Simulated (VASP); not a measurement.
# Sr (P6_3/mmc) in VASP: further runs

Sr is run at these levels: PBE; tasks: single point.

Everything below comes from runs of VASP 6.6.1. Logs are shortened: lines on timing, memory, paths and dates and some standing lists are left out, and cuts for length are marked.

## (1) The cell of the first run

It takes space group P6_3/mmc (No. 194, hexagonal). The conventional cell has a = 3.271 Å, b = 3.271 Å, c = 10.710 Å, α = 90.00°, β = 90.00°, γ = 120.00°. Within 4.3 Å of Sr (site symmetry -3m) lie 12 Sr at 3.27 to 3.28 Å. Sr (site symmetry -6m2) has 12 Sr at 3.27 to 3.28 Å within 4.3 Å.

This isn't the form of Sr at room conditions, which is fcc.

## (2) Single point, PBE

INCAR reads:

```
SYSTEM = Sr
PREC     = Accurate       ! precision mode
ENCUT    = 520            ! plane-wave cutoff, eV
EDIFF    = 1E-7           ! SCF threshold, eV
ISMEAR   = -1             ! smearing method
SIGMA    = 0.08           ! smearing width, eV
LREAL    = .FALSE.        ! projectors in reciprocal space
LASPH    = .TRUE.         ! aspherical terms in the spheres
NELM     = 80             ! most SCF steps
ALGO     = Normal         ! electronic algorithm
ISIF     = 2              ! what is computed and relaxed
LWAVE    = .FALSE.        ! write WAVECAR
LCHARG   = .FALSE.        ! write CHGCAR
GGA      = PE             ! functional
NBANDS   = 28             ! bands
```

KPOINTS reads:

```
Automatic mesh
0
G
  9 9 3
  0 0 0
```

POSCAR reads:

```
Sr
1.0
    3.2707008584      0.0000000000      0.0000000000
   -1.6353504292      2.8325100315      0.0000000000
    0.0000000000      0.0000000000     10.7100622916
Sr
4
Direct
    0.0000000000      0.0000000000      0.0000000000
    0.0000000000      0.0000000000      0.5000000000
    0.3333333333      0.6666666667      0.2500000000
    0.6666666667      0.3333333333      0.7500000000
```

Potentials or basis: VASP PAW PBE potentials, release 64 (Sr_sv).

On the command line:

```console
$ cat potpaw_PBE.64/Sr_sv/POTCAR > POTCAR
$ mpirun -np 1 vasp_std > vasp.out
```

OUTCAR:

```text
SYSTEM = Sr
   PREC = Accurate
   ENCUT = 520
   EDIFF = 1E-7
   ISMEAR = -1
   LREAL = .FALSE.
   LASPH = .TRUE.
   NELM = 80
   ISIF = 2
   GGA = PE

 ion  position               nearest neighbor table
   1  0.000  0.000  0.000-   3 3.28   4 3.28   3 3.28   4 3.28   4 3.28   3 3.28   4 4.63   3 4.63
                             3 4.63   4 4.63   3 4.63   4 4.63
   2  0.000  0.000  0.500-   3 3.28   4 3.28   3 3.28   4 3.28   4 3.28   3 3.28   4 4.63   3 4.63
                             3 4.63   4 4.63   3 4.63   4 4.63
   3  0.333  0.667  0.250-   1 3.28   2 3.28   1 3.28   2 3.28   1 3.28   2 3.28   1 4.63   2 4.63
                             1 4.63   2 4.63   1 4.63   2 4.63
   4  0.667  0.333  0.750-   1 3.28   2 3.28   1 3.28   2 3.28   1 3.28   2 3.28   1 4.63   2 4.63
                             1 4.63   2 4.63   1 4.63   2 4.63

  LATTYP: Found a hexagonal cell.
 ALAT       =     3.2707008584
 C/A-ratio  =     3.2745465744

  Lattice vectors:

 A1 = (   3.2707008584,   0.0000000000,   0.0000000000)
 A2 = (  -1.6353504292,   2.8325100315,   0.0000000000)
 A3 = (   0.0000000000,   0.0000000000,  10.7100622916)

Analysis of symmetry for initial positions (statically):
=====================================================================
 Subroutine PRICEL returns:
 Original cell was already a primitive cell.

 Routine SETGRP: Setting up the symmetry group for a
 hexagonal supercell.

 Subroutine GETGRP returns: Found 24 space group operations
 (whereof 12 operations were pure point group operations)
 out of a pool of 24 trial point group operations.

The static configuration has the point symmetry D_3d.
 The point group associated with its full space group is D_6h.

Analysis of symmetry for dynamics (positions and initial velocities):
=====================================================================
 Subroutine PRICEL returns:
 Original cell was already a primitive cell.

 Routine SETGRP: Setting up the symmetry group for a
 hexagonal supercell.

 Subroutine GETGRP returns: Found 24 space group operations
 (whereof 12 operations were pure point group operations)
 out of a pool of 24 trial point group operations.

The dynamic configuration has the point symmetry D_3d.
 The point group associated with its full space group is D_6h.

 Subroutine INISYM returns: Found 24 space group operations
 (whereof 12 operations are pure point group operations),
 and found     1 'primitive' translations

----------------------------------------------------------------------------------------

                                     Primitive cell

  volume of cell :      99.2212

  direct lattice vectors                    reciprocal lattice vectors
     3.270700858  0.000000000  0.000000000     0.305744867  0.176521881  0.000000000
    -1.635350429  2.832510032  0.000000000     0.000000000  0.353043763  0.000000000
     0.000000000  0.000000000 10.710062292     0.000000000  0.000000000  0.093370139

  length of vectors
     3.270700858  3.270700858 10.710062292     0.353043763  0.353043763  0.093370139

  position of ions in fractional coordinates (direct lattice)
     0.000000000  0.000000000  0.000000000
     0.000000000  0.000000000  0.500000000
     0.333333333  0.666666667  0.250000000
     0.666666667  0.333333333  0.750000000

  ion indices of the primitive-cell ions
   primitive index   ion index
                 1           1
                 2           2
                 3           3
                 4           4

----------------------------------------------------------------------------------------

 KPOINTS: Automatic mesh

Automatic generation of k-mesh.
 Grid dimensions read from file:
 generate k-points for:    9    9    3

 Generating k-lattice:

  Cartesian coordinates                     Fractional coordinates (reciprocal lattice)
     0.033971652  0.019613542  0.000000000     0.111111111 -0.000000000  0.000000000
     0.000000000  0.039227085  0.000000000     0.000000000  0.111111111  0.000000000
     0.000000000  0.000000000  0.031123380     0.000000000  0.000000000  0.333333333

  Length of vectors
     0.039227085  0.039227085  0.031123380

  Shift w.r.t. Gamma in fractional coordinates (k-lattice)
     0.000000000  0.000000000  0.000000000

 Subroutine IBZKPT returns following result:
 ===========================================

 Found     24 irreducible k-points:

 Following reciprocal coordinates:
            Coordinates               Weight
  0.000000  0.000000  0.000000      1.000000
  0.111111 -0.000000  0.000000      6.000000
  0.222222 -0.000000  0.000000      6.000000
  0.333333 -0.000000  0.000000      6.000000
  0.444444 -0.000000  0.000000      6.000000
  0.111111  0.111111  0.000000      6.000000
[... 16 lines left out ...]
  0.333333  0.222222  0.333333     24.000000
  0.333333  0.333333  0.333333      4.000000
   k-points           NKPTS =     24   k-points in BZ     NKDIM =     24   number of bands    NBANDS=     28
   number of dos      NEDOS =    301   number of ions     NIONS =      4
   total plane-waves  NPLWV =  46080
   dimension x,y,z NGX =    24 NGY =   24 NGZ =   80
   dimension x,y,z NGXF=    48 NGYF=   48 NGZF=  160
   ions per type =               4
   NGX,Y,Z   is equivalent  to a cutoff of  12.20, 12.20, 12.42 a.u.
   NGXF,Y,Z  is equivalent  to a cutoff of  24.40, 24.40, 24.84 a.u.
 SYSTEM =  Sr
   PREC   = accura    normal or accurate (medium, high low for compatibility)
   ISTART =      0    job   : 0-new  1-cont  2-samecut
   ICHARG =      2    charge: 1-file 2-atom 10-const
   ISPIN  =      1    spin polarized calculation?
   LNONCOLLINEAR =      F non collinear calculations
   LSORBIT =      F    spin-orbit coupling
   LASPH  =      T    aspherical Exc in radial PAW
   ENCUT  =  520.0 eV  38.22 Ry    6.18 a.u.   6.08  6.08 19.91*2*pi/ulx,y,z
   NELM   =     80;   NELMIN=  2; NELMDL= -5     # of ELM steps
   EDIFF  = 0.1E-06   stopping-criterion for ELM
   LREAL  =      F    real-space projection
   EDIFFG = 0.1E-05   stopping-criterion for IOM
   NSW    =      0    number of steps for IOM
   IBRION =     -1    ionic relax: 0-MD 1-quasi-New 2-CG
   NFREE  =      0    steps in history (QN), initial steepest desc. (CG)
   ISIF   =      2    stress and relaxation
   ISYM   =      2    0-nonsym 1-usesym 2-fastsym
   POTIM  = 0.5000    time-step for ionic-motion
   TEBEG  =    0.0;   TEEND  =   0.0 temperature during run
   PSTRESS=    0.0 pullay stress
   NELECT =      40.0000    total number of electrons
   NUPDOWN=      -1.0000    fix difference up-down
   EMIN   =  10.00;   EMAX   =-10.00  energy-range for DOS
   EFERMI =   0.00;   METHOD = LEGACY
   ISMEAR =    -1;   SIGMA  =   0.08  broadening in eV -4-tet -1-fermi 0-gaus
   EFERMI_NEDOS =   21; number of points for ismear=-14 and -15
   IALGO  =     38    algorithm
   IMIX   =      4    mixing-type and parameters
     AMIX     =   0.40;   BMIX     =  1.00
     AMIX_MAG =   1.60;   BMIX_MAG =  1.00
  volume/ion in A,a.u.               =      24.81       167.39
  Fermi-wavevector in a.u.,A,eV,Ry     =   1.209372  2.285383 19.899632  1.462582
  Thomas-Fermi vector in A             =   2.344952
   LORBIT       =      0    0 simple, 1 ext, 2 COOP (PROOUT), +10 PAW based schemes
   GGA     = PE    functional components
   LHFCALC =     F    Hartree Fock is set to
   AEXX    =    0.0000 exact exchange contribution
   IVDW    =     0    specifies the selected vdW correction
   LEPSILON=     F    determine dielectric tensor
   LRPA    =     F    only Hartree local field effects (RPA)
 non-spin polarized calculation
  energy-cutoff  :      520.00
  volume of cell :       99.22
 maximum number of plane-waves:      2703
   NGX = 13   NGY = 13   NGZ = 39

 number of electron      40.0000000 magnetization

 Free energy of the ion-electron system (eV)
  ---------------------------------------------------
  ext. energy  EPLUGINS =         0.00000000
  ---------------------------------------------------
  free energy    TOTEN  =         0.02243650 eV

  energy without entropy =        0.10340025  energy(sigma->0) =        0.06291838

 E-fermi :   5.1522     XC(G=0): -10.2709

 val. band max:        5.1474154453   @ k =   0.2222   0.1111   0.3333
 cond. band min:       5.2513094811   @ k =   0.2222   0.1111   0.0000
 fundamental gap:      0.1038940358
 Fermi energy:         5.1522160370

 k-point     1 :       0.0000    0.0000    0.0000
  band No.  band energies     occupation
      1     -30.5263      2.00000
      2     -30.3748      2.00000
      3     -30.3003      2.00000
      4     -30.1390      2.00000
      5     -13.6597      2.00000
      6     -12.6791      2.00000
[... 20 lines left out ...]
     27       8.3006      0.00000
     28       8.3776      0.00000

 k-point     2 :       0.1111   -0.0000    0.0000
  band No.  band energies     occupation
      1     -30.4880      2.00000
      2     -30.3453      2.00000
      3     -30.2708      2.00000
      4     -30.1193      2.00000
      5     -13.5774      2.00000
      6     -12.6973      2.00000
[... 20 lines left out ...]
     27       8.4155      0.00000
     28       8.4829      0.00000

 k-point     3 :       0.2222   -0.0000    0.0000
  band No.  band energies     occupation
      1     -30.3866      2.00000
      2     -30.2694      2.00000
      3     -30.1950      2.00000
      4     -30.0718      2.00000
      5     -13.3515      2.00000
      6     -12.8613      2.00000
[... 20 lines left out ...]
     27       8.4491      0.00000
     28       8.8875      0.00000

 k-point     4 :       0.3333   -0.0000    0.0000
  band No.  band energies     occupation
      1     -30.2599      2.00000
      2     -30.1811      2.00000
      3     -30.1068      2.00000
      4     -30.0253      2.00000
      5     -13.2861      2.00000
      6     -13.2667      2.00000
[... 20 lines left out ...]
     27       8.3547      0.00000
     28       8.3814      0.00000

 k-point     5 :       0.4444   -0.0000    0.0000
  band No.  band energies     occupation
      1     -30.1637      2.00000
      2     -30.1222      2.00000
      3     -30.0482      2.00000
      4     -30.0057      2.00000
      5     -13.5819      2.00000
      6     -13.5567      2.00000
[... 20 lines left out ...]
     27       8.7413      0.00000
     28       9.0599      0.00000

 k-point     6 :       0.1111    0.1111    0.0000
  band No.  band energies     occupation
      1     -30.4181      2.00000
      2     -30.2925      2.00000
      3     -30.2181      2.00000
      4     -30.0858      2.00000
      5     -13.4218      2.00000
      6     -12.7812      2.00000
[... 463 lines left out ...]
      5     -13.5178      2.00000
      6     -13.4968      2.00000
[... 20 lines left out ...]
     27       8.2044      0.00000
     28       8.8298      0.00000

 k-point    22 :       0.2222    0.2222    0.3333
  band No.  band energies     occupation
      1     -30.1882      2.00000
      2     -30.1617      2.00000
      3     -30.0473      2.00000
      4     -30.0201      2.00000
      5     -13.2360      2.00000
      6     -13.1636      2.00000
[... 20 lines left out ...]
     27       7.5902      0.00000
     28       7.8309      0.00000

 k-point    23 :       0.3333    0.2222    0.3333
  band No.  band energies     occupation
      1     -30.1125      2.00000
      2     -30.1025      2.00000
      3     -30.0164      2.00000
      4     -30.0065      2.00000
      5     -13.3227      2.00000
      6     -13.3169      2.00000
[... 20 lines left out ...]
     27       7.5805      0.00000
     28       8.0591      0.00000

 k-point    24 :       0.3333    0.3333    0.3333
  band No.  band energies     occupation
      1     -30.0812      2.00000
      2     -30.0809      2.00000
      3     -30.0066      2.00000
      4     -30.0066      2.00000
      5     -13.1658      2.00000
      6     -13.1658      2.00000
[... 20 lines left out ...]
     27       7.4665      0.00000
     28       7.4801      0.00000

------------------------ aborting loop because EDIFF is reached ----------------------------------------

  FORCE on cell =-STRESS in cart. coord.  units (eV):
  Direction    XX          YY          ZZ          XY          YZ          ZX
  --------------------------------------------------------------------------------------
  -------------------------------------------------------------------------------------
  Total       17.9403382     17.9403382     17.7424070      0.0000000      0.0000000     -0.0000000
  in kB      289.6922851    289.6922851    286.4961834      0.0000000      0.0000000     -0.0000000
  external PRESSURE =     288.6269179 kB  Pullay stress =       0.0000000 kB

 VOLUME and BASIS-vectors are now :
 -----------------------------------------------------------------------------
  energy-cutoff  :      520.00
  volume of cell :       99.22
      direct lattice vectors                 reciprocal lattice vectors
     3.270700858  0.000000000  0.000000000     0.305744867  0.176521881  0.000000000
    -1.635350429  2.832510032  0.000000000     0.000000000  0.353043763  0.000000000
     0.000000000  0.000000000 10.710062292     0.000000000  0.000000000  0.093370139

 POSITION                                       TOTAL-FORCE (eV/Angst)
 -----------------------------------------------------------------------------------
      0.00000      0.00000      0.00000        -0.000000      0.000000      0.000000
      0.00000      0.00000      5.35503        -0.000000      0.000000      0.000000
     -0.00000      1.88834      2.67752         0.000000      0.000000      0.000000
      1.63535      0.94417      8.03255        -0.000000     -0.000000     -0.000000
 -----------------------------------------------------------------------------------
    total drift:                               -0.000000      0.000000     -0.000000

  FREE ENERGIE OF THE ION-ELECTRON SYSTEM (eV)
  ---------------------------------------------------
  free  energy   TOTEN  =         0.0224364987 eV

  energy  without entropy=        0.1034002540  energy(sigma->0) =        0.06291838
```

Wall time 99 s (1 thread of Intel Xeon 8259CL, shared host); peak memory 0.19 GiB.

Results:

```
Free energy            : 0.0224 eV
Pressure               : 28.9 GPa
Band gap on the k mesh : zero (bands 20 and 21 overlap by 0.91 eV)
```

Caveat: the cell stands under pressure.

## (3) Single point, PBE (24.81 Å³/atom)

INCAR reads:

```
ALGO = Normal ; EDIFF = 1E-6
ENCUT = 520 ; GGA = PE
ISIF = 2 ; ISMEAR = -1
LASPH = T ; LCHARG = T
LELF = T ; LREAL = F
LVHAR = T ; LWAVE = F
NBANDS = 28 ; NELM = 80
PREC = Accurate ; SIGMA = 0.08
```

KPOINTS reads:

```
k-points
0
Gamma
  9 9 3
```

POSCAR is that of step 2.

Potentials or basis: VASP PAW PBE potentials, release 64 (Sr_sv).

On the command line:

```console
$ cat potpaw_PBE.64/Sr_sv/POTCAR > POTCAR
$ mpirun -np 1 vasp_std > vasp.out
```

Run time: 96 s. Hardware: 1 thread of Intel Xeon 8259CL, shared host; peak memory 0.19 GiB.

The run converged. Its results:

```yaml
Free_energy: 0.0224 eV
Pressure: 28.9 GPa
Band_gap_on_the_k_mesh: zero (bands 20 and 21 overlap by 0.91 eV)
```

Stress tensor (GPa, compression positive):
```
28.97  0.00  0.00
 0.00 28.97  0.00
 0.00  0.00 28.65
```

Levels at points of the mesh, in eV from the Fermi level:
```tsv
k point	band 18	band 19	band 20	band 21	band 22	band 23
(0.00, 0.00, 0.00)	-2.08	-2.04	-1.52	1.91	1.96	2.90
```

Caveat: the cell stands under pressure.

The gap in the log of VASP goes by the Fermi energy; the results here count the filled bands.